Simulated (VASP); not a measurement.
A run of VASP 6.6.1 is set up as follows.

INCAR

```
SYSTEM = Ti
PREC     = Accurate       ! precision mode
ENCUT    = 520            ! plane-wave cutoff, eV
EDIFF    = 1E-6           ! SCF threshold, eV
ISMEAR   = 0              ! smearing method
SIGMA    = 0.1            ! smearing width, eV
LREAL    = .FALSE.        ! projectors in reciprocal space
LASPH    = .TRUE.         ! aspherical terms in the spheres
NELM     = 100            ! most SCF steps
ALGO     = Normal         ! electronic algorithm
ISIF     = 2              ! what is computed and relaxed
LWAVE    = .FALSE.        ! write WAVECAR
LCHARG   = .FALSE.        ! write CHGCAR
LDIPOL   = .TRUE.       
IDIPOL   = 3            
DIPOL    = 0.5 0.5 0.496
GGA      = PS             ! functional
NBANDS   = 32             ! bands
```

KPOINTS

```
regular mesh
0
G
  9 9 1
  0 0 0
```

The input POSCAR:

```
Ti
1.0
    3.2102321090      0.0000000000      0.0000000000
    0.0000000000      3.2102321090      0.0000000000
    0.0000000000      0.0000000000     18.8153481634
Ti
4
Direct
    0.5000000000      0.5000000000      0.3720366979
    0.0000000000      0.0000000000      0.4573455660
    0.5000000000      0.5000000000      0.5375705518
    0.0000000000      0.0000000000      0.6168896783
```

Potentials or basis: VASP PAW PBE potentials, release 64 (Ti_sv).

Launch:

```console
$ cat potpaw_PBE.64/Ti_sv/POTCAR > POTCAR
$ mpirun -np 1 vasp_std > vasp.out
```

Problem. Estimate the band gap on the k mesh.

Solution. Zero (band 24 reaches 1.17 eV, above the bottom of band 25 at 0.62 eV).

Problem. Estimate the largest force.

Solution. 0.585 eV/Å.

Forces on the atoms (eV/Å):
```
Ti   0.000  0.000  0.585
Ti   0.000  0.000 -0.562
Ti   0.000  0.000 -0.006
Ti   0.000  0.000 -0.017
```

Caveat: the PAW data sets were made with another functional, which shifts forces and pressure a little.
